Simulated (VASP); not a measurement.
# Al (I4/mmm) in VASP: further runs

Runs on Al. Level: PBE. Tasks: single point.

Everything below comes from runs of VASP 6.6.1. Logs are shortened: lines on timing, memory, paths and dates and some standing lists are left out, and cuts for length are marked.

## (1) The cell of the first run

It takes space group I4/mmm (No. 139, tetragonal). The conventional cell has a = 2.815 Å, b = 2.815 Å, c = 4.088 Å, α = 90.00°, β = 90.00°, γ = 90.00°. Within 3.7 Å of Al (site symmetry 4/mmm) lie 12 Al at 2.81 to 2.85 Å.

## (2) Single point, PBE (biaxial strain in the a-b plane: -1.5 %, then relaxed in part)

Input file INCAR:

```
PREC = Accurate ; ENCUT = 520
EDIFF = 1E-6 ; ISMEAR = 0
SIGMA = 0.1 ; LREAL = F
LASPH = T ; NELM = 60
ALGO = Normal ; ISIF = 2
LWAVE = F ; LCHARG = F
GGA = PE ; NBANDS = 10
```

Input file KPOINTS:

```
Automatic mesh
0
Gamma
  18 18 14
```

Input file POSCAR:

```
Al
1.0
    1.9904983038      1.9904983038      0.0000000000
   -1.9904983038      1.9904983038      0.0000000000
    0.0000000000      0.0000000000      4.0882188234
Al
2
Direct
    0.0000000000      0.0000000000      0.0000000000
    0.5000000000      0.5000000000      0.5000000000
```

Potentials or basis: VASP PAW PBE potentials, release 64 (Al).

Run with:

```bash
> cat potpaw_PBE.64/Al/POTCAR > POTCAR
> mpirun -np 1 vasp_std > vasp.out
```

OUTCAR:

```text
PREC = Accurate
   ENCUT = 520
   EDIFF = 1E-6
   ISMEAR = 0
   LREAL = F
   LASPH = T
   NELM = 60
   ISIF = 2
   GGA = PE

 ion  position               nearest neighbor table
   1  0.000  0.000  0.000-   2 2.85   2 2.85   2 2.85   2 2.85   2 2.85   2 2.85   2 2.85   2 2.85

   2  0.500  0.500  0.500-   1 2.85   1 2.85   1 2.85   1 2.85   1 2.85   1 2.85   1 2.85   1 2.85

  LATTYP: Found a simple tetragonal cell.
 ALAT       =     2.8149896971
 C/A-ratio  =     1.4523032989

  Lattice vectors:

 A1 = (   1.9904983038,   1.9904983038,   0.0000000000)
 A2 = (  -1.9904983038,   1.9904983038,   0.0000000000)
 A3 = (   0.0000000000,   0.0000000000,   4.0882188234)

Analysis of symmetry for initial positions (statically):
=====================================================================
 Subroutine PRICEL returns following result:

  LATTYP: Found a body centered tetragonal cell.
 ALAT       =     2.8149896971
 C/A-ratio  =     1.4523032989

  Lattice vectors:

 A1 = (   1.9904983038,   0.0000000000,  -2.0441094117)
 A2 = (  -1.9904983038,   0.0000000000,  -2.0441094117)
 A3 = (   0.0000000000,   1.9904983038,   2.0441094117)

   2 primitive cells build up your supercell.

 Routine SETGRP: Setting up the symmetry group for a
 simple tetragonal supercell.

 Subroutine GETGRP returns: Found 16 space group operations
 (whereof 16 operations were pure point group operations)
 out of a pool of 16 trial point group operations.

The static configuration has the point symmetry D_4h.

Analysis of symmetry for dynamics (positions and initial velocities):
=====================================================================
 Subroutine PRICEL returns following result:

  LATTYP: Found a body centered tetragonal cell.
 ALAT       =     2.8149896971
 C/A-ratio  =     1.4523032989

  Lattice vectors:

 A1 = (   1.9904983038,   0.0000000000,  -2.0441094117)
 A2 = (  -1.9904983038,   0.0000000000,  -2.0441094117)
 A3 = (   0.0000000000,   1.9904983038,   2.0441094117)

   2 primitive cells build up your supercell.

 Routine SETGRP: Setting up the symmetry group for a
 simple tetragonal supercell.

 Subroutine GETGRP returns: Found 16 space group operations
 (whereof 16 operations were pure point group operations)
 out of a pool of 16 trial point group operations.

The dynamic configuration has the point symmetry D_4h.
[... 99 lines left out ...]
   EDIFFG = 0.1E-04   stopping-criterion for IOM
   NSW    =      0    number of steps for IOM
   IBRION =     -1    ionic relax: 0-MD 1-quasi-New 2-CG
   NFREE  =      0    steps in history (QN), initial steepest desc. (CG)
   ISIF   =      2    stress and relaxation
   ISYM   =      2    0-nonsym 1-usesym 2-fastsym
   POTIM  = 0.5000    time-step for ionic-motion
   TEBEG  =    0.0;   TEEND  =   0.0 temperature during run
   PSTRESS=    0.0 pullay stress
   NELECT =       6.0000    total number of electrons
   NUPDOWN=      -1.0000    fix difference up-down
   EMIN   =  10.00;   EMAX   =-10.00  energy-range for DOS
   EFERMI =   0.00;   METHOD = LEGACY
   ISMEAR =     0;   SIGMA  =   0.10  broadening in eV -4-tet -1-fermi 0-gaus
   EFERMI_NEDOS =   21; number of points for ismear=-14 and -15
   IALGO  =     38    algorithm
   IMIX   =      4    mixing-type and parameters
     AMIX     =   0.40;   BMIX     =  1.00
     AMIX_MAG =   1.60;   BMIX_MAG =  1.00
  volume/ion in A,a.u.               =      16.20       109.31
  Fermi-wavevector in a.u.,A,eV,Ry     =   0.933174  1.763443 11.848142  0.870814
  Thomas-Fermi vector in A             =   2.059848
   LORBIT       =      0    0 simple, 1 ext, 2 COOP (PROOUT), +10 PAW based schemes
   GGA     = PE    functional components
   LHFCALC =     F    Hartree Fock is set to
   AEXX    =    0.0000 exact exchange contribution
   IVDW    =     0    specifies the selected vdW correction
   LEPSILON=     F    determine dielectric tensor
   LRPA    =     F    only Hartree local field effects (RPA)
 non-spin polarized calculation
 Gauss-broadening in eV      SIGMA  =   0.10
  energy-cutoff  :      520.00
  volume of cell :       32.40
 maximum number of plane-waves:       892
 NGX is ok and might be reduce to    24
   NGX = 11   NGY = 11   NGZ = 15

 number of electron       6.0000000 magnetization

 Free energy of the ion-electron system (eV)
  ---------------------------------------------------
  ext. energy  EPLUGINS =         0.00000000
  ---------------------------------------------------
  free energy    TOTEN  =        -7.48789901 eV

  energy without entropy =       -7.48389226  energy(sigma->0) =       -7.48589563

 E-fermi :   8.2088     XC(G=0): -10.2636

 val. band max:        8.2065288457   @ k =   0.5000   0.5000   0.4286
 cond. band min:       8.2138614626   @ k =   0.4444   0.1667   0.0714
 fundamental gap:      0.0073326169
 Fermi energy:         8.2087538696

 k-point     1 :       0.0000    0.0000    0.0000
  band No.  band energies     occupation
      1      -3.0684      2.00000
      2       4.9738      2.00000
      3       6.2254      2.00000
      4      13.6643      0.00000
      5      14.2097      0.00000
      6      14.2097      0.00000
      7      17.7715      0.00000
      8      20.7278      0.00000
      9      21.0244      0.00000
     10      21.0244      0.00000
[... 287 lines left out ...]
 k-point    24 :       0.3333    0.1111    0.0000
  band No.  band energies     occupation
      1      -0.7812      2.00000
      2       5.1903      2.00000
      3       7.0897      2.00000
      4       8.4987      0.00004
      5      12.8289      0.00000
      6      13.1928      0.00000
      7      14.0972      0.00000
      8      18.7070      0.00000
      9      20.4071      0.00000
     10      20.8185      0.00000

 [... further k-points ...]

------------------------ aborting loop because EDIFF is reached ----------------------------------------

  FORCE on cell =-STRESS in cart. coord.  units (eV):
  Direction    XX          YY          ZZ          XY          YZ          ZX
  --------------------------------------------------------------------------------------
  -------------------------------------------------------------------------------------
  Total        0.4317621      0.4317621     -0.0074499      0.0000000      0.0000000      0.0000000
  in kB       21.3534156     21.3534156     -0.3684455      0.0000000      0.0000000      0.0000000
  external PRESSURE =      14.1127952 kB  Pullay stress =       0.0000000 kB

 VOLUME and BASIS-vectors are now :
 -----------------------------------------------------------------------------
  energy-cutoff  :      520.00
  volume of cell :       32.40
      direct lattice vectors                 reciprocal lattice vectors
     1.990498304  1.990498304  0.000000000     0.251193382  0.251193382  0.000000000
    -1.990498304  1.990498304  0.000000000    -0.251193382  0.251193382  0.000000000
     0.000000000  0.000000000  4.088218823     0.000000000  0.000000000  0.244605302

 POSITION                                       TOTAL-FORCE (eV/Angst)
 -----------------------------------------------------------------------------------
      0.00000      0.00000      0.00000        -0.000000      0.000000      0.000000
      0.00000      1.99050      2.04411         0.000000     -0.000000      0.000000
 -----------------------------------------------------------------------------------
    total drift:                               -0.000000      0.000000     -0.000000

  FREE ENERGIE OF THE ION-ELECTRON SYSTEM (eV)
  ---------------------------------------------------
  free  energy   TOTEN  =        -7.4878990055 eV

  energy  without entropy=       -7.4838922563  energy(sigma->0) =       -7.48589563
```

OSZICAR:

```text
N       E                     dE             d eps       ncg     rms          rms(c)
DAV:   1    -0.246652196007E+00   -0.24665E+00   -0.21769E+03  8840   0.440E+02
DAV:   2    -0.737050464071E+01   -0.71239E+01   -0.68893E+01 11732   0.550E+01
DAV:   3    -0.753271383778E+01   -0.16221E+00   -0.16015E+00 11322   0.644E+00
DAV:   4    -0.753355279574E+01   -0.83896E-03   -0.83881E-03 10524   0.503E-01
DAV:   5    -0.753355978523E+01   -0.69895E-05   -0.69892E-05 10708   0.450E-02    0.189E+00
DAV:   6    -0.750717043258E+01    0.26389E-01   -0.29940E-03  9804   0.303E-01    0.110E+00
DAV:   7    -0.748796050043E+01    0.19210E-01   -0.85726E-03  9420   0.478E-01    0.187E-01
DAV:   8    -0.748790387029E+01    0.56630E-04   -0.65918E-05 11348   0.534E-02    0.190E-02
DAV:   9    -0.748790003712E+01    0.38332E-05   -0.20985E-06 10266   0.754E-03    0.184E-03
DAV:  10    -0.748789902405E+01    0.10131E-05   -0.14202E-08  5568   0.888E-04    0.172E-03
DAV:  11    -0.748789900548E+01    0.18572E-07   -0.12100E-09  5078   0.256E-04
   1 F= -.74878990E+01 E0= -.74858956E+01  d E =-.400675E-02
```

stdout:

```text
POSCAR found type information on POSCAR Al
 POSCAR found :  1 types and       2 ions
 scaLAPACK will be used
 LDA part: xc-table for (Slater+PW92), standard interpolation
 POSCAR, INCAR and KPOINTS ok, starting setup
 FFT: planning ... GRIDC
 FFT: planning ... GRID_SOFT
 FFT: planning ... GRID
 WAVECAR not read
 entering main loop
```

It took 35 s on 1 thread of Intel Xeon Platinum 8488C (Sapphire Rapids), shared host; peak memory 0.23 GiB.

Results:

```yaml
Free_energy: -7.4879 eV
Pressure: 1.4 GPa
Band_gap_on_the_k_mesh: zero (band 3 reaches 15.82 eV, above the bottom of band 4 at 3.79 eV)
```

Stress tensor (GPa, compression positive):
```
 2.14  0.00  0.00
 0.00  2.14  0.00
 0.00  0.00 -0.04
```

Caveat: the cell differs from its parent crystal (biaxial strain in the a-b plane: -1.5 %, then relaxed in part).

## (3) Single point, PBE (biaxial strain in the a-b plane: -1.5 %)

Input file INCAR:

```
PREC = Accurate
ENCUT = 520
EDIFF = 1E-6
ISMEAR = 0
SIGMA = 0.1
LREAL = False
LASPH = True
NELM = 60
ALGO = Normal
ISIF = 2
LWAVE = False
LCHARG = True
GGA = PE
LELF = True
LVHAR = True
NBANDS = 10
```

Input file KPOINTS:

```
regular mesh
0
Gamma
  18 18 14
```

POSCAR, as its differences from that of step 2:

```diff
@@ -4,3 +4,3 @@
    -1.9904983038      1.9904983038      0.0000000000
-    0.0000000000      0.0000000000      4.0882188234
+    0.0000000000      0.0000000000      4.0779955097
 Al
```

Potentials or basis: VASP PAW PBE potentials, release 64 (Al).

Run with:

```bash
> cat potpaw_PBE.64/Al/POTCAR > POTCAR
> mpirun -np 1 vasp_std > vasp.out
```

It took 36 s on 1 thread of Intel Xeon Platinum 8488C (Sapphire Rapids), shared host; peak memory 0.23 GiB.

The run converged. Its results:

- Free energy: -7.4878 eV
- Pressure: 1.6 GPa
- Band gap on the k mesh: zero (band 3 reaches 15.84 eV, above the bottom of band 4 at 3.81 eV)

Stress tensor (GPa, compression positive):
```
2.27 0.00 0.00
0.00 2.27 0.00
0.00 0.00 0.29
```

Levels at points of the mesh, in eV from the Fermi level:
| k point | band 1 | band 2 | band 3 | band 4 | band 5 | band 6 | band 7 | band 8 |
| --- | --- | --- | --- | --- | --- | --- | --- | --- |
| (0.00, 0.00, 0.00) | -11.29 | -3.22 | -1.95 | 5.44 | 5.98 | 5.98 | 9.56 | 12.55 |
| (0.50, 0.00, 0.00) | -6.70 | -6.70 | 1.07 | 1.07 | 2.54 | 2.54 | 9.97 | 9.97 |
| (0.50, 0.50, 0.00) | -2.87 | -2.87 | -1.45 | -1.45 | 5.16 | 5.16 | 5.45 | 5.45 |
| (0.00, 0.00, 0.50) | -9.09 | -9.09 | 7.61 | 7.61 | 7.75 | 7.75 | 7.86 | 7.86 |
| (0.50, 0.00, 0.50) | -4.69 | -4.69 | -4.42 | -4.42 | 11.25 | 11.25 | 11.28 | 11.28 |
| (0.50, 0.50, 0.50) | -0.84 | -0.84 | -0.84 | -0.84 | 0.21 | 0.21 | 1.31 | 1.31 |

Caveat: the cell differs from its parent crystal (biaxial strain in the a-b plane: -1.5 %).

## (4) Single point, PBE (biaxial strain in the a-b plane: -3.0 %, then relaxed in part)

Input file INCAR:

```
  PREC = Accurate
  ENCUT = 520
  EDIFF = 1E-6
  ISMEAR = 0
  SIGMA = 0.1
  LREAL = F
  LASPH = T
  NELM = 80
  ALGO = Normal
  ISIF = 2
  LWAVE = F
  LCHARG = T
  GGA = PE
  LELF = T
  LVHAR = T
  NBANDS = 10
```

KPOINTS is that of step 3.

Input file POSCAR:

```
Al
1.0
    1.9601861469      1.9601861469      0.0000000000
   -1.9601861469      1.9601861469      0.0000000000
    0.0000000000      0.0000000000      4.2050518470
Al
2
Direct
    0.0000000000      0.0000000000      0.0000000000
    0.5000000000      0.5000000000      0.5000000000
```

Potentials or basis: VASP PAW PBE potentials, release 64 (Al).

Run with:

```bash
> cat potpaw_PBE.64/Al/POTCAR > POTCAR
> mpirun -np 1 vasp_std > vasp.out
```

OUTCAR:

```text
PREC = Accurate
   ENCUT = 520
   EDIFF = 1E-6
   ISMEAR = 0
   LREAL = F
   LASPH = T
   NELM = 80
   ISIF = 2
   GGA = PE

 ion  position               nearest neighbor table
   1  0.000  0.000  0.000-   2 2.87   2 2.87   2 2.87   2 2.87   2 2.87   2 2.87   2 2.87   2 2.87

   2  0.500  0.500  0.500-   1 2.87   1 2.87   1 2.87   1 2.87   1 2.87   1 2.87   1 2.87   1 2.87

  LATTYP: Found a simple tetragonal cell.
 ALAT       =     2.7721218337
 C/A-ratio  =     1.5169073003

  Lattice vectors:

 A1 = (   1.9601861469,   1.9601861469,   0.0000000000)
 A2 = (  -1.9601861469,   1.9601861469,   0.0000000000)
 A3 = (   0.0000000000,   0.0000000000,   4.2050518470)

Analysis of symmetry for initial positions (statically):
=====================================================================
 Subroutine PRICEL returns following result:

  LATTYP: Found a body centered tetragonal cell.
 ALAT       =     2.7721218337
 C/A-ratio  =     1.5169073003

  Lattice vectors:

 A1 = (   1.9601861469,   0.0000000000,  -2.1025259235)
 A2 = (  -1.9601861469,   0.0000000000,  -2.1025259235)
 A3 = (   0.0000000000,   1.9601861469,   2.1025259235)

   2 primitive cells build up your supercell.
[... 183 lines left out ...]
 cond. band min:       8.2342284290   @ k =   0.2222   0.0556   0.0000
 fundamental gap:      0.0272609188
 Fermi energy:         8.2296789235

 k-point     1 :       0.0000    0.0000    0.0000
  band No.  band energies     occupation
      1      -3.0593      2.00000
      2       4.6114      2.00000
      3       5.6643      2.00000
      4      14.0401      0.00000
      5      14.8102      0.00000
      6      14.8102      0.00000
      7      18.3742      0.00000
      8      20.4863      0.00000
      9      21.2850      0.00000
     10      21.2850      0.00000
[... 287 lines left out ...]
 k-point    24 :       0.3333    0.1111    0.0000
  band No.  band energies     occupation
      1      -0.7018      2.00000
      2       5.4379      2.00000
      3       6.8019      2.00000
      4       8.0170      1.99737
      5      12.7440      0.00000
      6      13.7000      0.00000
      7      13.7639      0.00000
      8      19.3507      0.00000
      9      20.5860      0.00000
     10      21.4971      0.00000

 [... further k-points ...]
[... 5 lines left out ...]
  --------------------------------------------------------------------------------------
  -------------------------------------------------------------------------------------
  Total        0.6092156      0.6092156     -0.0055709      0.0000000      0.0000000     -0.0000000
  in kB       30.2054698     30.2054698     -0.2762116      0.0000000      0.0000000     -0.0000000
  external PRESSURE =      20.0449093 kB  Pullay stress =       0.0000000 kB

 VOLUME and BASIS-vectors are now :
 -----------------------------------------------------------------------------
  energy-cutoff  :      520.00
  volume of cell :       32.31
      direct lattice vectors                 reciprocal lattice vectors
     1.960186147  1.960186147  0.000000000     0.255077815  0.255077815  0.000000000
    -1.960186147  1.960186147  0.000000000    -0.255077815  0.255077815  0.000000000
     0.000000000  0.000000000  4.205051847     0.000000000  0.000000000  0.237809196

 POSITION                                       TOTAL-FORCE (eV/Angst)
 -----------------------------------------------------------------------------------
      0.00000      0.00000      0.00000        -0.000000      0.000000      0.000000
      0.00000      1.96019      2.10253         0.000000     -0.000000      0.000000
 -----------------------------------------------------------------------------------
    total drift:                               -0.000000      0.000000     -0.000000

  FREE ENERGIE OF THE ION-ELECTRON SYSTEM (eV)
  ---------------------------------------------------
  free  energy   TOTEN  =        -7.4716700873 eV

  energy  without entropy=       -7.4681933647  energy(sigma->0) =       -7.46993173
```

OSZICAR:

```text
N       E                     dE             d eps       ncg     rms          rms(c)
DAV:   1    -0.414223779715E-01   -0.41422E-01   -0.21584E+03  8816   0.441E+02
DAV:   2    -0.734686729333E+01   -0.73054E+01   -0.69977E+01 11670   0.558E+01
DAV:   3    -0.751608143632E+01   -0.16921E+00   -0.16789E+00 11386   0.652E+00
DAV:   4    -0.751691641200E+01   -0.83498E-03   -0.83490E-03 10590   0.504E-01
DAV:   5    -0.751692323757E+01   -0.68256E-05   -0.68252E-05 10566   0.436E-02    0.189E+00
DAV:   6    -0.749070837340E+01    0.26215E-01   -0.30242E-03  9752   0.300E-01    0.110E+00
DAV:   7    -0.747173518384E+01    0.18973E-01   -0.85583E-03  9342   0.473E-01    0.185E-01
DAV:   8    -0.747167478027E+01    0.60404E-04   -0.69139E-05 11684   0.541E-02    0.205E-02
DAV:   9    -0.747167111094E+01    0.36693E-05   -0.19069E-06 10166   0.722E-03    0.182E-03
DAV:  10    -0.747167009862E+01    0.10123E-05   -0.14613E-08  5540   0.878E-04    0.164E-03
DAV:  11    -0.747167008728E+01    0.11339E-07   -0.12905E-09  5068   0.267E-04
   1 F= -.74716701E+01 E0= -.74699317E+01  d E =-.347672E-02
```

It took 38 s on 1 thread of Intel Xeon Platinum 8488C (Sapphire Rapids), shared host; peak memory 0.23 GiB.

What came out:

```yaml
Free_energy: -7.4717 eV
Pressure: 2.0 GPa
Band_gap_on_the_k_mesh: zero (band 3 reaches 14.90 eV, above the bottom of band 4 at 3.83 eV)
```

Caveat: the cell differs from its parent crystal (biaxial strain in the a-b plane: -3.0 %, then relaxed in part).

## (5) Summary

```tsv
cell	gap on the mesh (eV)	pressure (GPa)
a = 2.815, b = 2.815, c = 4.088 Å, 2 atoms	none	1.4
a = 2.815, b = 2.815, c = 4.078 Å, 2 atoms	none	1.6
a = 2.772, b = 2.772, c = 4.205 Å, 2 atoms	none	2.0
```

Alike in all rows: task single point; level PBE; potentials or basis VASP PAW PBE potentials, release 64 (Al); no spin polarisation; k mesh 18 × 18 × 14; cutoff (eV) 520; smearing gaussian 0.1 eV.

Absolute energies hang on the potentials; compare differences alone.
